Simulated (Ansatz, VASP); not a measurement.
## BAs: VASP beside Ansatz

```xyz
2
Lattice="0.0000 2.4045 2.4045 2.4045 0.0000 2.4045 2.4045 2.4045 0.0000" Properties=species:S:1:pos:R:3 pbc="T T T"
B     0.0000    0.0000    0.0000
As    1.2023    1.2023    1.2023
```

Alike in both runs: functional PBE; k mesh 10 × 10 × 10; occupations gaussian, width 0.02 eV; no spin polarisation.

Ansatz relaxed the structure, and its values are those at the end. VASP's run is a single point on that final structure, the one shown.

|  | VASP | Ansatz |
| --- | --- | --- |
| version | VASP 6.6.1 | Ansatz 0.2.0 |
| potentials or method | VASP PAW PBE potentials, release 64 (B, As), cutoff 500 eV | scalar-relativistic, plane waves, PAW |
| valence electrons in the cell | 8 | 18 |

VASP gave:

```
gap on the k mesh at the Fermi level (eV) : 1.20
least direct gap on the mesh (eV)         : 3.25
pressure (GPa)                            : 0.6
```

Problem. Which values does Ansatz return?

Solution. gap on the k mesh at the Fermi level (eV): 1.20; least direct gap on the mesh (eV): 3.25; pressure (GPa): 0.0.

With one functional, cell and mesh, what is left measures potentials, basis and numerics. VASP's potentials hold 8 valence electrons a cell and Ansatz's 18, so a difference there can come from the potentials and not from the codes.
